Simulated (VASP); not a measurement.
Zn7S8 (a cell with a defect), 15 atoms in the cell. The cell holds a defect, 15 atoms: a = 7.620 Å, b = 7.620 Å, c = 7.620 Å, α = 60.00°, β = 60.00°, γ = 60.00°. 

```yaml
Program: VASP 6.6.1
Task: single point
Functional: r2SCAN
Potentials_or_basis: VASP PAW PBE potentials, release 64 (Zn, S)
Cutoff: 520 eV
k_mesh: 2 × 2 × 2
Occupations: gaussian, width 0.02 eV
Spin: no spin polarisation
Dipole_correction: no
Charge: -2
Further_INCAR_settings: LREAL = Auto; ALGO = Normal; EDIFF = 1e-06; NBANDS = 79; NELECT = 134.0
```

Potentials or basis: VASP PAW PBE potentials, release 64 (Zn, S).

The run is started by

```console
$ cat potpaw_PBE.64/Zn/POTCAR potpaw_PBE.64/S/POTCAR > POTCAR
$ cp INCAR.step1 INCAR
$ mpirun -np 1 vasp_std > vasp.out
$ cp INCAR.step2 INCAR
$ mpirun -np 1 vasp_std > vasp.out
```

Hardware: 1 thread of Intel(R) Xeon(R) Platinum 8259CL CPU @ 2.50GHz (Skylake/Cascade Lake), on a shared host.

Q: How long does it take, and how much memory?

A: Run time: 20 min on 1 thread of Intel(R) Xeon(R) Platinum 8259CL CPU @ 2.50GHz (Skylake/Cascade Lake), on a shared host, peak memory 0.57 GiB. Counts: k points 6.
